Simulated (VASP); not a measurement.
Write the native input for VASP 6.6.1 that does the following.

```
Task                   : single point
Functional             : PBEsol
Potentials or basis    : VASP PAW PBE potentials, release 64 (B, N)
Cutoff                 : 520 eV
k mesh                 : 12 × 12 × 4
Occupations            : gaussian, width 0.05 eV
Spin                   : no spin polarisation
Dipole correction      : no
Further INCAR settings : ALGO = Normal; EDIFF = 1e-06; NBANDS = 16
```

The structure of BN lies in POSCAR:

```
BN
1.0
    2.4998096451      0.0000000000      0.0000000000
   -1.2499048226      2.1648986573      0.0000000000
    0.0000000000      0.0000000000      7.7341610610
B N
2 2
Direct
    0.3333333333      0.6666666667      0.2500000000
    0.6666666667      0.3333333333      0.7500000000
    0.3333333333      0.6666666667      0.7500000000
    0.6666666667      0.3333333333      0.2500000000
```

This cell differs from its parent crystal: volume 10.464 Å^3 an atom, c/a of the conventional cell 3.0939.

The input as run:

INCAR

```
PREC     = Accurate       # precision mode
ENCUT    = 520            # plane-wave cutoff, eV
EDIFF    = 1E-6           # SCF threshold, eV
ISMEAR   = 0              # smearing method
SIGMA    = 0.05           # smearing width, eV
LREAL    = F              # projectors in reciprocal space
LASPH    = T              # aspherical terms in the spheres
NELM     = 80             # most SCF steps
ALGO     = Normal         # electronic algorithm
ISIF     = 2              # what is computed and relaxed
LWAVE    = F              # write WAVECAR
LCHARG   = F              # write CHGCAR
GGA      = PS             # functional
NBANDS   = 16             # bands
```

KPOINTS

```
regular mesh
0
Gamma
  12 12 4
```

Potentials or basis: VASP PAW PBE potentials, release 64 (B, N).

The run is started by

```console
$ cat potpaw_PBE.64/B/POTCAR potpaw_PBE.64/N/POTCAR > POTCAR
$ mpirun -np 1 vasp_std > vasp.out
```

It gave:

```
Pressure               : 1.2 GPa
Band gap on the k mesh : 4.43 eV, indirect (least direct gap 4.63 eV)
```

Caveat: the PAW data sets were made with another functional, which shifts forces and pressure a little; this functional lacks dispersion, which binds the layers, so the pressure and a relaxed spacing across them are unreliable.

Run time: 37 s on 1 thread of AMD EPYC 7R43 64-Core Processor (Zen 3) (shared host), peak memory 0.13 GiB.
